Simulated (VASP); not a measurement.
Here is a VASP 6.6.1 calculation.

INCAR

```
PREC     = Accurate       # precision mode
ENCUT    = 520            # plane-wave cutoff, eV
EDIFF    = 1E-6           # SCF threshold, eV
ISMEAR   = 0              # smearing method
SIGMA    = 0.02           # smearing width, eV
LREAL    = Auto         
LASPH    = T              # aspherical terms in the spheres
NELM     = 150            # most SCF steps
ALGO     = Normal         # electronic algorithm
ISIF     = 2              # what is computed and relaxed
LWAVE    = F              # write WAVECAR
LCHARG   = F              # write CHGCAR
ISPIN    = 2              # spin polarisation
MAGMOM   = 0 0 0 0 0 0 0 0 0 0 0 0 0 0 0 0 0 0 0 0 0 0 0 0 0 0 0 0 0 0 0 0 0 0 0 0 0 0 0 0 0 0 0 0 0 0 0 0 0 0 0 0 0 0 0 0 0 0 0 0 0 0 0.06 # initial moments
LORBIT   = 11             # projections on sites
GGA      = PE             # functional
NELECT   = 249.0        
NBANDS   = 166            # bands
```

KPOINTS

```
regular mesh
0
Gamma
  1 1 1
```

POSCAR

```
Si62B
1.0
   10.8600000000      0.0000000000      0.0000000000
    0.0000000000     10.8600000000      0.0000000000
    0.0000000000      0.0000000000     10.8600000000
Si B
62 1
Direct
    0.4966634438     -0.0114177716      0.0111001842
    0.6237125230      0.1227487109      0.1257336096
    0.7504907919      0.2488692449     -0.0016935543
    0.8723290055      0.3776017495      0.1264708103
    0.7478824125     -0.0031146409      0.2509683241
    0.8734808471      0.1246998158      0.3750398711
    0.0035230203     -0.0021186004      0.0018478821
    0.1318031308      0.1180825967      0.1280137201
    0.2520586556      0.2463255985      0.0018685083
    0.3744992634      0.3751501842      0.1243079190
    0.5012102210      0.5021143646      0.0029925414
    0.6030813996      0.6468648250      0.1307020258
    0.7478444751      0.7486611418      0.0029816759
    0.8747486188      0.8754138122      0.1243048803
    0.2614953959     -0.0115953039      0.2465718232
    0.3759758748      0.1227489871      0.3735736648
    0.5011743094      0.2496827808      0.2509882136
    0.6237658379      0.3793090239      0.3735706262
    0.7405697974      0.5093168508      0.2461006446
    0.8705451197      0.6261676796      0.3735472376
    0.5011946593     -0.0030941989      0.4977474217
    0.6252580110      0.1247330571      0.6233144567
    0.7493546961      0.2520377532      0.4991546041
    0.8750540516      0.3748639963      0.6248647330
    0.7504477901      0.0013623389      0.7508865562
    0.8772266114      0.1236263352      0.8760697053
    0.0010735727      0.4994235727     -0.0016974217
    0.1271681400      0.6262320442      0.1257327808
    0.2611206262      0.7533107735      0.0109052486
    0.0014295580      0.2485271639      0.2506438306
    0.1252496317      0.3764943831      0.3750319521
    0.2531112339      0.5021035912      0.2509691529
    0.3806497238      0.6469450276      0.3528594843
    0.6029733886      0.8694792818      0.3528303867
    0.0010346225      0.0013626151      0.5002721915
    0.1262415285      0.1236624309      0.6269903315
    0.2485261510      0.2488980663      0.5002907919
    0.3766773481      0.3777418048      0.6220235727
    0.4962567219      0.5094486188      0.4902150092
    0.6237178637      0.6261949355      0.6202762431
    0.7403504604      0.7536868324      0.4901246777
    0.8720843462      0.8732340700      0.6219216390
    0.2520102210     -0.0020942910      0.7532629834
    0.3781534070      0.1182400552      0.8814182320
    0.5008523020      0.2486789134      0.7511302947
    0.6252494475      0.3765287293      0.8750555249
    0.7492885820      0.5006144567      0.7476074586
    0.8734050645      0.6246371087      0.8750261510
    0.0002121547      0.7487450276      0.2509906077
    0.1271909761      0.8738918048      0.3735790976
   -0.0021578269      0.5005802026      0.4991216390
    0.1251886740      0.6246334254      0.6232725599
    0.2530809392      0.7486762431      0.4977229282
    0.3744947514      0.8754173112      0.6245418048
    0.0006885820      0.2492275322      0.7505005525
    0.1263084715      0.3726440147      0.8760983425
    0.2485265193      0.4994473297      0.7508962247
    0.3759832413      0.6262220074      0.8770001842
    0.5011785451      0.7487415285      0.7499962247
    0.6237280847      0.8738833333      0.8770197053
    0.0011431860      0.7490360037      0.7509932781
    0.1314912523      0.8718086556      0.8812672192
    0.4876884899      0.7624916206      0.2378086556
```

Potentials or basis: VASP PAW PBE potentials, release 64 (Si, B).

The run is started by

```console
$ cat potpaw_PBE.64/Si/POTCAR potpaw_PBE.64/B/POTCAR > POTCAR
$ mpirun -np 1 vasp_gam > vasp.out
```

Q: What does it give for the largest force?

A: 1.895 eV/Å.

Q: Predict the site moments.

A: Si +0.01, +0.00, -0.00 (each value once); B +0.08 μB.

Q: Estimate the net moment.

A: 1.00 μB per cell.

Forces on the atoms (eV/Å):
```
Si  -0.057  0.247 -0.248
Si   0.002  0.016  0.021
Si  -0.021  0.016 -0.014
Si  -0.015  0.015  0.017
Si  -0.021 -0.023  0.011
Si  -0.024 -0.004 -0.034
Si  -0.040  0.011 -0.009
Si  -0.115  0.116 -0.041
Si  -0.010  0.042 -0.009
Si   0.002  0.016  0.000
Si   0.011  0.023  0.026
Si  -0.012  0.011  0.067
Si  -0.022 -0.010  0.025
Si  -0.016 -0.003  0.000
Si  -0.249  0.248 -0.062
Si   0.021  0.016  0.003
Si  -0.005  0.012 -0.005
Si   0.000  0.005  0.000
Si   0.018 -0.017 -0.001
Si  -0.005 -0.001  0.000
Si   0.011 -0.023 -0.020
Si  -0.034 -0.006 -0.023
Si  -0.006 -0.006 -0.004
Si  -0.004  0.005 -0.003
Si  -0.020  0.014 -0.014
Si  -0.024  0.008 -0.008
Si  -0.015  0.021 -0.013
Si  -0.015 -0.003  0.020
Si  -0.246  0.053 -0.247
Si  -0.039  0.040  0.022
Si   0.004  0.025 -0.035
Si   0.024  0.022  0.012
Si   0.068  0.002 -0.004
Si   0.003 -0.070  0.002
Si  -0.014  0.015 -0.021
Si  -0.008  0.008 -0.024
Si  -0.014  0.015 -0.022
Si   0.017  0.013 -0.014
Si  -0.002 -0.020  0.021
Si   0.000  0.000 -0.005
Si   0.023  0.002  0.023
Si  -0.012 -0.018 -0.013
Si  -0.010  0.010 -0.039
Si  -0.039  0.112 -0.113
Si   0.020  0.040 -0.038
Si  -0.036  0.025  0.005
Si  -0.005  0.006  0.008
Si  -0.025  0.035  0.005
Si  -0.011  0.005 -0.005
Si  -0.017 -0.023  0.003
Si   0.007  0.006 -0.004
Si   0.005  0.034 -0.023
Si   0.023 -0.010 -0.020
Si   0.001 -0.003 -0.015
Si  -0.003  0.002 -0.002
Si  -0.010  0.023 -0.009
Si  -0.013  0.020 -0.014
Si   0.022 -0.003 -0.014
Si  -0.005  0.006 -0.009
Si   0.003 -0.024 -0.015
Si  -0.038 -0.020 -0.037
Si  -0.111  0.039 -0.111
B    1.096 -1.112  1.074
```

Caveat: the k points lie up to 0.58 Å⁻¹ apart; the cell carries a net charge on a neutralising background, which shifts energy and pressure.
